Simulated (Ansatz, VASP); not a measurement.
**Ga3As in VASP and in Ansatz**

```xyz
4
Lattice="-2.1698 2.1698 4.1540 2.1698 -2.1698 4.1540 2.1698 2.1698 -4.1540" Properties=species:S:1:pos:R:3 pbc="T T T"
Ga    0.0000    0.0000    4.1540
Ga    2.1698    0.0000    2.0770
Ga    0.0000    2.1698    2.0770
As    0.0000    0.0000    0.0000
```

Alike in both runs: functional PBE; k mesh 16 × 16 × 16; occupations gaussian, width 0.1 eV; no spin polarisation.

Ansatz relaxed the structure, and its values are those at the end. VASP's run is a single point on that final structure, the one shown.

|  | VASP | Ansatz |
| --- | --- | --- |
| version | VASP 6.6.1 | Ansatz 0.2.0 |
| potentials or method | VASP PAW PBE potentials, release 64 (Ga_d, As), cutoff 520 eV | scalar-relativistic, plane waves, PAW |
| valence electrons in the cell | 44 | 54 |

|  | VASP | Ansatz | Ansatz less VASP |
| --- | --- | --- | --- |
| gap on the k mesh at the Fermi level (eV) | none | none | - |
| pressure (GPa) | 0.1 | 0.0 | -0.09 |

A gap of «none» marks a metal or a gap that the smearing closes. VASP's potentials hold 44 valence electrons a cell and Ansatz's 54, so a difference there can come from the potentials and not from the codes.
